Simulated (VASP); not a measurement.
# NbAs (Fm-3m) in VASP: further runs, part 2 of 2

VASP 6.6.1. Earlier steps stand in the parts before.

## Step 4: Single point, PBE

This run uses another cell than the first one, of 18.33 Å³/atom.

INCAR

```
SYSTEM = NbAs
ALGO = Normal
EDIFF = 1E-7
ENCUT = 520
GGA = PE
ISIF = 2
ISMEAR = 0
LASPH = .TRUE.
LCHARG = .TRUE.
LELF = .TRUE.
LREAL = .FALSE.
LVHAR = .TRUE.
LWAVE = .FALSE.
NBANDS = 16
NELM = 100
PREC = Accurate
SIGMA = 0.1
```

KPOINTS

```
k-points
0
G
  18 18 18
  0 0 0
```

POSCAR

```
NbAs
1.0
    0.0000000000      2.6366167798      2.6366167798
    2.6366167798      0.0000000000      2.6366167798
    2.6366167798      2.6366167798      0.0000000000
Nb As
1 1
Direct
    0.0000000000      0.0000000000      0.0000000000
    0.5000000000      0.5000000000      0.5000000000
```

Potentials or basis: VASP PAW PBE potentials, release 64 (Nb_sv, As).

Command:

```
cat potpaw_PBE.64/Nb_sv/POTCAR potpaw_PBE.64/As/POTCAR > POTCAR
mpirun -np 1 vasp_std > vasp.out
```

OUTCAR:

```text
SYSTEM = NbAs
   EDIFF = 1E-7
   ENCUT = 520
   GGA = PE
   ISIF = 2
   ISMEAR = 0
   LASPH = .TRUE.
   LREAL = .FALSE.
   NELM = 100
   PREC = Accurate

 ion  position               nearest neighbor table
   1  0.000  0.000  0.000-   2 2.64   2 2.64   2 2.64   2 2.64   2 2.64   2 2.64
   2  0.500  0.500  0.500-   1 2.64   1 2.64   1 2.64   1 2.64   1 2.64   1 2.64

  LATTYP: Found a face centered cubic cell.
 ALAT       =     5.2732335596

  Lattice vectors:

 A1 = (   0.0000000000,   2.6366167798,   2.6366167798)
 A2 = (   2.6366167798,   0.0000000000,   2.6366167798)
 A3 = (   2.6366167798,   2.6366167798,   0.0000000000)

Analysis of symmetry for initial positions (statically):
=====================================================================
 Subroutine PRICEL returns:
 Original cell was already a primitive cell.

 Routine SETGRP: Setting up the symmetry group for a
 face centered cubic supercell.

 Subroutine GETGRP returns: Found 48 space group operations
 (whereof 48 operations were pure point group operations)
 out of a pool of 48 trial point group operations.

The static configuration has the point symmetry O_h .

Analysis of symmetry for dynamics (positions and initial velocities):
=====================================================================
 Subroutine PRICEL returns:
 Original cell was already a primitive cell.

 Routine SETGRP: Setting up the symmetry group for a
 face centered cubic supercell.

 Subroutine GETGRP returns: Found 48 space group operations
 (whereof 48 operations were pure point group operations)
 out of a pool of 48 trial point group operations.

The dynamic configuration has the point symmetry O_h .

 Subroutine INISYM returns: Found 48 space group operations
 (whereof 48 operations are pure point group operations),
 and found     1 'primitive' translations

----------------------------------------------------------------------------------------

                                     Primitive cell

  volume of cell :      36.6582

  direct lattice vectors                    reciprocal lattice vectors
     0.000000000  2.636616780  2.636616780    -0.189636963  0.189636963  0.189636963
     2.636616780  0.000000000  2.636616780     0.189636963 -0.189636963  0.189636963
     2.636616780  2.636616780  0.000000000     0.189636963  0.189636963 -0.189636963

  length of vectors
     3.728739209  3.728739209  3.728739209     0.328460856  0.328460856  0.328460856

  position of ions in fractional coordinates (direct lattice)
     0.000000000  0.000000000  0.000000000
     0.500000000  0.500000000  0.500000000

  ion indices of the primitive-cell ions
   primitive index   ion index
                 1           1
                 2           2

----------------------------------------------------------------------------------------

 KPOINTS: k-points

Automatic generation of k-mesh.
 Grid dimensions read from file:
 generate k-points for:   18   18   18

 Generating k-lattice:

  Cartesian coordinates                     Fractional coordinates (reciprocal lattice)
    -0.010535387  0.010535387  0.010535387     0.055555556  0.000000000  0.000000000
     0.010535387 -0.010535387  0.010535387     0.000000000  0.055555556  0.000000000
     0.010535387  0.010535387 -0.010535387     0.000000000  0.000000000  0.055555556

  Length of vectors
     0.018247825  0.018247825  0.018247825

  Shift w.r.t. Gamma in fractional coordinates (k-lattice)
     0.000000000  0.000000000  0.000000000

 Subroutine IBZKPT returns following result:
 ===========================================

 Found    195 irreducible k-points:

 Following reciprocal coordinates:
            Coordinates               Weight
  0.000000  0.000000  0.000000      1.000000
  0.055556  0.000000  0.000000      8.000000
  0.111111  0.000000  0.000000      8.000000
  0.166667  0.000000  0.000000      8.000000
  0.222222  0.000000  0.000000      8.000000
  0.277778  0.000000  0.000000      8.000000
[... 16 lines left out ...]
 -0.277778  0.055556  0.000000     24.000000
 -0.222222  0.055556  0.000000     24.000000
 [... further k-points ...]
   k-points           NKPTS =    195   k-points in BZ     NKDIM =    195   number of bands    NBANDS=     16
   number of dos      NEDOS =    301   number of ions     NIONS =      2
   total plane-waves  NPLWV =  21952
   dimension x,y,z NGX =    28 NGY =   28 NGZ =   28
   dimension x,y,z NGXF=    56 NGYF=   56 NGZF=   56
   ions per type =               1   1
   NGX,Y,Z   is equivalent  to a cutoff of  12.48, 12.48, 12.48 a.u.
   NGXF,Y,Z  is equivalent  to a cutoff of  24.97, 24.97, 24.97 a.u.
 SYSTEM =  NbAs
   PREC   = accura    normal or accurate (medium, high low for compatibility)
   ISTART =      0    job   : 0-new  1-cont  2-samecut
   ICHARG =      2    charge: 1-file 2-atom 10-const
   ISPIN  =      1    spin polarized calculation?
   LNONCOLLINEAR =      F non collinear calculations
   LSORBIT =      F    spin-orbit coupling
   LASPH  =      T    aspherical Exc in radial PAW
   ENCUT  =  520.0 eV  38.22 Ry    6.18 a.u.   6.93  6.93  6.93*2*pi/ulx,y,z
   NELM   =    100;   NELMIN=  2; NELMDL= -5     # of ELM steps
   EDIFF  = 0.1E-06   stopping-criterion for ELM
   LREAL  =      F    real-space projection
   EDIFFG = 0.1E-05   stopping-criterion for IOM
   NSW    =      0    number of steps for IOM
   IBRION =     -1    ionic relax: 0-MD 1-quasi-New 2-CG
   NFREE  =      0    steps in history (QN), initial steepest desc. (CG)
   ISIF   =      2    stress and relaxation
   ISYM   =      2    0-nonsym 1-usesym 2-fastsym
   POTIM  = 0.5000    time-step for ionic-motion
   TEBEG  =    0.0;   TEEND  =   0.0 temperature during run
   PSTRESS=    0.0 pullay stress
   NELECT =      18.0000    total number of electrons
   NUPDOWN=      -1.0000    fix difference up-down
   EMIN   =  10.00;   EMAX   =-10.00  energy-range for DOS
   EFERMI =   0.00;   METHOD = LEGACY
   ISMEAR =     0;   SIGMA  =   0.10  broadening in eV -4-tet -1-fermi 0-gaus
   EFERMI_NEDOS =   21; number of points for ismear=-14 and -15
   IALGO  =     38    algorithm
   IMIX   =      4    mixing-type and parameters
     AMIX     =   0.40;   BMIX     =  1.00
     AMIX_MAG =   1.60;   BMIX_MAG =  1.00
  volume/ion in A,a.u.               =      18.33       123.69
  Fermi-wavevector in a.u.,A,eV,Ry     =   1.291542  2.440661 22.695629  1.668082
  Thomas-Fermi vector in A             =   2.423306
   LORBIT       =      0    0 simple, 1 ext, 2 COOP (PROOUT), +10 PAW based schemes
   GGA     = PE    functional components
   LHFCALC =     F    Hartree Fock is set to
   AEXX    =    0.0000 exact exchange contribution
   IVDW    =     0    specifies the selected vdW correction
   LEPSILON=     F    determine dielectric tensor
   LRPA    =     F    only Hartree local field effects (RPA)
 non-spin polarized calculation
 Gauss-broadening in eV      SIGMA  =   0.10
  energy-cutoff  :      520.00
  volume of cell :       36.66
 maximum number of plane-waves:      1004
   NGX = 13   NGY = 13   NGZ = 13

 number of electron      17.9999998 magnetization

 Free energy of the ion-electron system (eV)
  ---------------------------------------------------
  ext. energy  EPLUGINS =         0.00000000
  ---------------------------------------------------
  free energy    TOTEN  =       -15.37067780 eV

  energy without entropy =      -15.36229084  energy(sigma->0) =      -15.36648432

 E-fermi :   9.7232     XC(G=0): -11.5651

 val. band max:        9.7200509748   @ k =  -0.3333   0.1667   0.0000
 cond. band min:       9.7247461144   @ k =  -0.2778   0.4444   0.1667
 fundamental gap:      0.0046951396
 Fermi energy:         9.7231656892

 k-point     1 :       0.0000    0.0000    0.0000
  band No.  band energies     occupation
      1     -46.0861      2.00000
      2     -22.1216      2.00000
      3     -22.1216      2.00000
      4     -22.1216      2.00000
      5      -3.7599      2.00000
      6       8.2132      2.00000
[... 8 lines left out ...]
     15      17.2605      0.00000
     16      22.6660      0.00000
[... 419 lines left out ...]
 k-point    24 :      -0.2222    0.0556    0.0000
  band No.  band energies     occupation
      1     -46.0801      2.00000
      2     -22.2035      2.00000
      3     -22.1342      2.00000
      4     -22.1251      2.00000
      5      -2.9045      2.00000
      6       5.3147      2.00000
[... 8 lines left out ...]
     15      18.5256      0.00000
     16      19.6114      0.00000

 [... further k-points ...]

------------------------ aborting loop because EDIFF is reached ----------------------------------------

  FORCE on cell =-STRESS in cart. coord.  units (eV):
  Direction    XX          YY          ZZ          XY          YZ          ZX
  --------------------------------------------------------------------------------------
  -------------------------------------------------------------------------------------
  Total        0.0030332      0.0030332      0.0030332      0.0000000      0.0000000      0.0000000
  in kB        0.1325698      0.1325698      0.1325698      0.0000000      0.0000000      0.0000000
  external PRESSURE =       0.1325698 kB  Pullay stress =       0.0000000 kB

 VOLUME and BASIS-vectors are now :
 -----------------------------------------------------------------------------
  energy-cutoff  :      520.00
  volume of cell :       36.66
      direct lattice vectors                 reciprocal lattice vectors
     0.000000000  2.636616780  2.636616780    -0.189636963  0.189636963  0.189636963
     2.636616780  0.000000000  2.636616780     0.189636963 -0.189636963  0.189636963
     2.636616780  2.636616780  0.000000000     0.189636963  0.189636963 -0.189636963

 POSITION                                       TOTAL-FORCE (eV/Angst)
 -----------------------------------------------------------------------------------
      0.00000      0.00000      0.00000        -0.000000     -0.000000     -0.000000
      2.63662      2.63662      2.63662         0.000000      0.000000      0.000000
 -----------------------------------------------------------------------------------
    total drift:                               -0.000000      0.000000      0.000000

  FREE ENERGIE OF THE ION-ELECTRON SYSTEM (eV)
  ---------------------------------------------------
  free  energy   TOTEN  =       -15.3706778036 eV

  energy  without entropy=      -15.3622908368  energy(sigma->0) =      -15.36648432
```

stdout:

```text
POSCAR found type information on POSCAR NbAs
 POSCAR found :  2 types and       2 ions
 scaLAPACK will be used
 LDA part: xc-table for (Slater+PW92), standard interpolation
 POSCAR, INCAR and KPOINTS ok, starting setup
 FFT: planning ... GRIDC
 FFT: planning ... GRID_SOFT
 FFT: planning ... GRID
 WAVECAR not read
 entering main loop
```

Wall time 2.8 min (1 thread of AMD EPYC 7R43 (Zen 3), shared host); peak memory 0.21 GiB.

Results:

* Free energy: -15.3707 eV
* Pressure: 0.0 GPa
* Band gap on the k mesh: zero (bands 9 and 10 overlap by 1.82 eV)

## Step 5: Relaxation of cell and atoms, PBE

INCAR

```
ALGO = Normal ; EDIFF = 1E-7
EDIFFG = -0.01 ; ENCUT = 600
GGA = PE ; IBRION = 2
ISIF = 3 ; ISMEAR = 0
LASPH = True ; LCHARG = False
LREAL = False ; LWAVE = False
NELM = 60 ; NSW = 100
PREC = Accurate ; SIGMA = 0.1
```

KPOINTS

```
k-points
0
Gamma
  18 18 18
```

POSCAR

```
NbAs
1.0
    0.0000000000      2.6421132965      2.6421132965
    2.6421132965      0.0000000000      2.6421132965
    2.6421132965      2.6421132965      0.0000000000
Nb As
1 1
Direct
    0.0000000000      0.0000000000      0.0000000000
    0.5000000000      0.5000000000      0.5000000000
```

Potentials or basis: VASP PAW PBE potentials, release 64 (Nb_sv, As).

Command:

```
cat potpaw_PBE.64/Nb_sv/POTCAR potpaw_PBE.64/As/POTCAR > POTCAR
mpirun -np 1 vasp_std > vasp.out
```

OUTCAR:

```text
EDIFF = 1E-7
   EDIFFG = -0.01
   ENCUT = 600
   GGA = PE
   IBRION = 2
   ISIF = 3
   ISMEAR = 0
   LASPH = True
   LREAL = False
   NELM = 60
   NSW = 100
   PREC = Accurate

 ion  position               nearest neighbor table
   1  0.000  0.000  0.000-   2 2.64   2 2.64   2 2.64   2 2.64   2 2.64   2 2.64
   2  0.500  0.500  0.500-   1 2.64   1 2.64   1 2.64   1 2.64   1 2.64   1 2.64

  LATTYP: Found a face centered cubic cell.
 ALAT       =     5.2842265930

  Lattice vectors:

 A1 = (   0.0000000000,   2.6421132965,   2.6421132965)
 A2 = (   2.6421132965,   0.0000000000,   2.6421132965)
 A3 = (   2.6421132965,   2.6421132965,   0.0000000000)

Analysis of symmetry for initial positions (statically):
=====================================================================
 Subroutine PRICEL returns:
 Original cell was already a primitive cell.

 Routine SETGRP: Setting up the symmetry group for a
 face centered cubic supercell.

 Subroutine GETGRP returns: Found 48 space group operations
 (whereof 48 operations were pure point group operations)
 out of a pool of 48 trial point group operations.

The static configuration has the point symmetry O_h .

Analysis of symmetry for dynamics (positions and initial velocities):
=====================================================================
 Subroutine PRICEL returns:
 Original cell was already a primitive cell.

 Routine SETGRP: Setting up the symmetry group for a
 face centered cubic supercell.

 Subroutine GETGRP returns: Found 48 space group operations
 (whereof 48 operations were pure point group operations)
 out of a pool of 48 trial point group operations.

The dynamic configuration has the point symmetry O_h .

 Subroutine INISYM returns: Found 48 space group operations
 (whereof 48 operations are pure point group operations),
 and found     1 'primitive' translations

----------------------------------------------------------------------------------------

                                     Primitive cell

[... 136 lines left out ...]
  ext. energy  EPLUGINS =         0.00000000
  ---------------------------------------------------
  free energy    TOTEN  =       -15.37003642 eV

  energy without entropy =      -15.36154733  energy(sigma->0) =      -15.36579188

------------------------ aborting loop because EDIFF is reached ----------------------------------------

  FORCE on cell =-STRESS in cart. coord.  units (eV):
  Direction    XX          YY          ZZ          XY          YZ          ZX
  --------------------------------------------------------------------------------------
  -------------------------------------------------------------------------------------
  Total       -0.1970579     -0.1970579     -0.1970579      0.0000000     -0.0000000      0.0000000
  in kB       -8.5589416     -8.5589416     -8.5589416      0.0000000     -0.0000000      0.0000000
  external PRESSURE =      -8.5589416 kB  Pullay stress =       0.0000000 kB
[... 59 lines left out ...]
--------------------------------------- Ionic step        3  -------------------------------------------

 number of electron      18.0000001 magnetization

 Free energy of the ion-electron system (eV)
  ---------------------------------------------------
  ext. energy  EPLUGINS =         0.00000000
  ---------------------------------------------------
  free energy    TOTEN  =       -15.37064087 eV

  energy without entropy =      -15.36225130  energy(sigma->0) =      -15.36644609

 E-fermi :   9.7205     XC(G=0): -11.5642

 val. band max:        9.7173564662   @ k =  -0.3333   0.1667   0.0000
 cond. band min:       9.7220130187   @ k =  -0.2778   0.4444   0.1667
 fundamental gap:      0.0046565525
 Fermi energy:         9.7204615822

 k-point     1 :       0.0000    0.0000    0.0000
  band No.  band energies     occupation
      1     -46.0896      2.00000
      2     -22.1252      2.00000
      3     -22.1252      2.00000
      4     -22.1252      2.00000
      5      -3.7613      2.00000
      6       8.2110      2.00000
      7       8.2110      2.00000
      8       8.2110      2.00000
      9       8.7986      2.00000
     10       8.7986      2.00000
     11       9.5356      1.99107
     12       9.5356      1.99107
     13       9.5356      1.99107
[... 354 lines left out ...]
  band No.  band energies     occupation
      1     -46.0835      2.00000
      2     -22.2070      2.00000
      3     -22.1377      2.00000
      4     -22.1287      2.00000
      5      -2.9061      2.00000
      6       5.3127      2.00000
      7       6.2455      2.00000
      8       6.4579      2.00000
      9       8.9248      2.00000
     10       9.2327      2.00000
     11      10.0031      0.00006
     12      12.3989      0.00000
     13      13.5730      0.00000

 [... further k-points ...]

------------------------ aborting loop because EDIFF is reached ----------------------------------------

  FORCE on cell =-STRESS in cart. coord.  units (eV):
  Direction    XX          YY          ZZ          XY          YZ          ZX
  --------------------------------------------------------------------------------------
  -------------------------------------------------------------------------------------
  Total        0.0011205      0.0011205      0.0011205     -0.0000000     -0.0000000     -0.0000000
  in kB        0.0489652      0.0489652      0.0489652     -0.0000000     -0.0000000     -0.0000000
  external PRESSURE =       0.0489652 kB  Pullay stress =       0.0000000 kB
[... 17 lines left out ...]
  FREE ENERGIE OF THE ION-ELECTRON SYSTEM (eV)
  ---------------------------------------------------
  free  energy   TOTEN  =       -15.3706408717 eV

  energy  without entropy=      -15.3622513009  energy(sigma->0) =      -15.36644609

 reached required accuracy - stopping structural energy minimisation
```

Run time: 7.3 min. Hardware: 1 thread of AMD EPYC 7R43 (Zen 3), shared host; peak memory 0.25 GiB.

Results:

```yaml
Free_energy: -15.3706 eV
Relaxed_volume: 18.33 Å³/atom
Relaxed_cell: a = 3.729 Å, b = 3.729 Å, c = 3.729 Å, α = 60.00°, β = 60.00°, γ = 60.00°
Space_group_after_relaxing_to_0.1_Å: Fm-3m (No. 225)
Energy_gained_by_relaxing: 0.3 meV/atom
Ionic_steps: 3
Pressure_after_relaxing: 0.0 GPa
```

The path:
| step | energy change (eV) | largest force (eV/Å) | pressure (GPa) | volume (Å³) |
| --- | --- | --- | --- | --- |
| 1 | 0.0000 | 0.0000 | -0.86 | 36.89 |
| 2 | 0.0005 | 0.0000 | 1.21 | 36.36 |
| 3 | -0.0006 | 0.0000 | 0.00 | 36.67 |

Final structure:
```yaml
crystal:
  lattice:
    - [0.00000, 2.63678, 2.63678]
    - [2.63678, 0.00000, 2.63678]
    - [2.63678, 2.63678, 0.00000]
  atoms:
    - { symbol: Nb, position: [0.00000, 0.00000, 0.00000] }
    - { symbol: As, position: [0.50000, 0.50000, 0.50000] }
```

Levels at points of the mesh, in eV from the Fermi level:
| k point | band 6 | band 7 | band 8 | band 9 | band 10 | band 11 | band 12 | band 13 |
| --- | --- | --- | --- | --- | --- | --- | --- | --- |
| (0.00, 0.00, 0.00) | -1.51 | -1.51 | -1.51 | -0.92 | -0.92 | -0.18 | -0.18 | -0.18 |
| (0.50, 0.00, 0.00) | -6.93 | -4.38 | -4.38 | 0.58 | 0.58 | 1.44 | 3.17 | 6.65 |
| (0.50, 0.50, 0.00) | -4.95 | -3.26 | -2.06 | -2.06 | 0.02 | 1.24 | 1.24 | 2.40 |

Caveat: the highest band is partly filled, so the run has too few bands.

## Step 6: Overview

| task | cell | k mesh | cutoff (eV) | gap on the mesh (eV) | pressure (GPa) | relaxed volume (Å³/atom) |
| --- | --- | --- | --- | --- | --- | --- |
| single point | a = 3.737 Å, angles 60.0°, 2 atoms | 6 × 6 × 6 | 520 | none | -0.3 | - |
| relaxation of cell and atoms | relaxed from a = 3.675 Å, angles 60.0°, 2 atoms | 6 × 6 × 6 | 600 | - | -0.1 | 18.42 |
| single point | a = 3.729 Å, angles 60.0°, 2 atoms | 18 × 18 × 18 | 520 | none | 0.0 | - |
| relaxation of cell and atoms | relaxed from a = 3.737 Å, angles 60.0°, 2 atoms | 18 × 18 × 18 | 600 | - | 0.0 | 18.33 |

Alike in all rows: level PBE; potentials or basis VASP PAW PBE potentials, release 64 (Nb_sv, As); no spin polarisation; smearing gaussian 0.1 eV.

Caveats: the highest band is partly filled, so the run has too few bands (at least some runs).

Total energies depend on the potentials used, so only differences within one code and one set of settings carry meaning.

The gap in the log of VASP goes by the Fermi energy; the results here count the filled bands.